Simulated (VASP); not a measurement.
Here is a VASP 6.6.1 calculation.

File INCAR:

```
PREC = Accurate
ENCUT = 520
EDIFF = 1E-8
ISMEAR = -1
SIGMA = 0.02
LREAL = F
LASPH = T
NELM = 150
ALGO = Normal
ISIF = 2
LWAVE = F
LCHARG = F
ISPIN = 2
MAGMOM = 2 2 0 0 0 0
LORBIT = 11
LMAXMIX = 4
GGA = PE
LEFG = T
NBANDS = 39
```

The input KPOINTS:

```
Automatic mesh
0
Gamma
  11 11 3
```

POSCAR

```
MoS2
1.0
    3.1690000000      0.0000000000      0.0000000000
   -1.5845000000      2.7444345046      0.0000000000
    0.0000000000      0.0000000000     12.3240000000
Mo S
2 4
Direct
    0.3333333333      0.6666666667      0.2500000000
    0.6666666667      0.3333333333      0.7500000000
    0.3333333333      0.6666666667      0.6230000000
    0.6666666667      0.3333333333      0.1230000000
    0.3333333333      0.6666666667      0.8770000000
    0.6666666667      0.3333333333      0.3770000000
```

Potentials or basis: VASP PAW PBE potentials, release 64 (Mo_sv, S).

The run is started by

```bash
$ cat potpaw_PBE.64/Mo_sv/POTCAR potpaw_PBE.64/S/POTCAR > POTCAR
$ mpirun -np 1 vasp_std > vasp.out
```

Q: Predict the pressure.

A: 1.9 GPa.

Q: Predict the band gap on the k mesh.

A: 0.89 eV, indirect (least direct gap 1.82 eV).

Electric field gradients, principal values (V/Å²):
```csv
atom,least,middle,greatest (by size)
1 Mo,39.361,39.363,-78.724
2 Mo,39.361,39.363,-78.724
3 S,25.859,25.860,-51.719
4 S,25.859,25.860,-51.719
5 S,25.859,25.860,-51.719
6 S,25.859,25.860,-51.719
```

Caveat: without QUAD_EFG the Cq values of the log hold for a quadrupole moment of 1 mb, not for the nuclei; this functional lacks dispersion, which binds the layers, so the pressure and a relaxed spacing across them are unreliable.

**The experiment to reproduce.**

“Multiwavelength excitation Raman Scattering Analysis of bulk and 2 dimensional MoS2: Vibrational properties of atomically thin MoS2 layers”, 2015, arxiv:1506.03228 reports, for a bulk crystal of MoS2 at 300 K: band gap 1.3 eV (indirect).

Measured gap of MoS2: 1.3 eV (indirect; 300 K; “Multiwavelength excitation Raman Scattering Analysis of bulk and 2 dimensional MoS2: Vibrational properties of atomically thin MoS2 layers”, 2015, arxiv:1506.03228). This calculation gives 0.89 eV (-0.41 eV). Spin-orbit coupling on Mo is left out. The value is that of PBE on a finite k mesh, which can miss the band edges, without temperature or zero-point motion. Semilocal functionals fall short of measured gaps as a rule.
